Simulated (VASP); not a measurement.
Wanted: the native input for a VASP 6.6.1 run.

```
Task                   : single point
Functional             : r2SCAN
Potentials or basis    : VASP PAW PBE potentials, release 64 (Si, W_sv)
Cutoff                 : 520 eV
k mesh                 : 13 × 13 × 13
Occupations            : fermi-dirac, width 0.1 eV
Spin                   : no spin polarisation
Dipole correction      : no
Further INCAR settings : ALGO = Normal; EDIFF = 1e-06; NBANDS = 18
```

Crystal: Si2W.

```
Si W
1.0
    -1.61692    1.61692    3.92863
     1.61692   -1.61692    3.92863
     1.61692    1.61692   -3.92863
Si W
2 1
Cartesian
  0.0000 0.0000 2.6333
  0.0000 0.0000 5.2239
  0.0000 0.0000 0.0000
```

The input as run:

POSCAR

```
Si2W
1.0
   -1.6169197500      1.6169197500      3.9286330100
    1.6169197500     -1.6169197500      3.9286330100
    1.6169197500      1.6169197500     -3.9286330100
Si W
2 1
Direct
    0.3351472417      0.3351472417      0.0000000000
    0.6648527583      0.6648527583      0.0000000000
    0.0000000000      0.0000000000      0.0000000000
```

INCAR.step1

```
SYSTEM = Si2W
PREC = Accurate
ENCUT = 520
ISMEAR = -1
SIGMA = 0.1
LREAL = .FALSE.
LASPH = .TRUE.
NELM = 100
NBANDS = 18
GGA = PE
ALGO = Normal
EDIFF = 1E-4
LWAVE = .TRUE.
LCHARG = .FALSE.
```

INCAR.step2

```
SYSTEM = Si2W
PREC = Accurate
ENCUT = 520
EDIFF = 1E-6
ISMEAR = -1
SIGMA = 0.1
LREAL = .FALSE.
LASPH = .TRUE.
NELM = 100
ALGO = Normal
ISIF = 2
LWAVE = .FALSE.
LCHARG = .FALSE.
METAGGA = R2SCAN
LMIXTAU = .TRUE.
NBANDS = 18
ISTART = 1
```

KPOINTS

```
regular mesh
0
G
  13 13 13
  0 0 0
```

Potentials or basis: VASP PAW PBE potentials, release 64 (Si, W_sv).

Run with:

```sh
$ cat potpaw_PBE.64/Si/POTCAR potpaw_PBE.64/W_sv/POTCAR > POTCAR
$ cp INCAR.step1 INCAR
$ mpirun -np 1 vasp_std > vasp.out
$ cp INCAR.step2 INCAR
$ mpirun -np 1 vasp_std > vasp.out
```

It gave:

```yaml
Pressure: -4.4 GPa
Band_gap_on_the_k_mesh: zero (band 11 reaches 12.38 eV, above the bottom of band 12 at 11.20 eV)
```

Caveat: the PAW data sets were made with another functional, which shifts forces and pressure a little; spin-orbit coupling is left out, which moves the levels of the heavy elements.

Run time: 9.5 min on 1 thread of Intel Xeon 6975P-C, on a shared host, peak memory 0.32 GiB.
